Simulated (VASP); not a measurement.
Na: electric field gradients with PBE

Crystal: Na.

```
CELL_PARAMETERS angstrom
-2.11042 2.11042 2.11042
2.11042 -2.11042 2.11042
2.11042 2.11042 -2.11042
ATOMIC_POSITIONS crystal
Na 0.00000 0.00000 0.00000
```

* Program: VASP 6.6.1
* Task: electric field gradients
* Functional: PBE
* Potentials or basis: VASP PAW PBE potentials, release 64 (Na_pv)
* Cutoff: 400 eV
* k mesh: 12 × 12 × 12
* Occupations: fermi-dirac, width 0.05 eV
* Spin: no spin polarisation
* Dipole correction: no
* Further INCAR settings: ALGO = Normal; EDIFF = 1e-08; NBANDS = 10

The pressure is -0.3 GPa, the band gap on the k mesh is zero (an odd number of electrons rules out a gap without spin polarisation) and the largest electric field gradient by atom is zero within the noise of the run.

Levels at points of the mesh, in eV from the Fermi level:
| k point | band 1 | band 2 | band 3 | band 4 | band 5 | band 6 | band 7 | band 8 |
| --- | --- | --- | --- | --- | --- | --- | --- | --- |
| (0.00, 0.00, 0.00) | -24.87 | -24.87 | -24.87 | -3.21 | 11.68 | 11.68 | 11.68 | 12.67 |
| (0.50, 0.00, 0.00) | -24.91 | -24.88 | -24.87 | 0.79 | 1.24 | 8.18 | 9.09 | 9.21 |
| (0.50, 0.50, 0.50) | -24.90 | -24.90 | -24.90 | 4.53 | 4.53 | 4.88 | 4.88 | 4.88 |

Run time: 9.5 s on 1 thread of AMD EPYC 7R13 Processor (Zen 3), with other jobs on the host, peak memory 0.11 GiB.
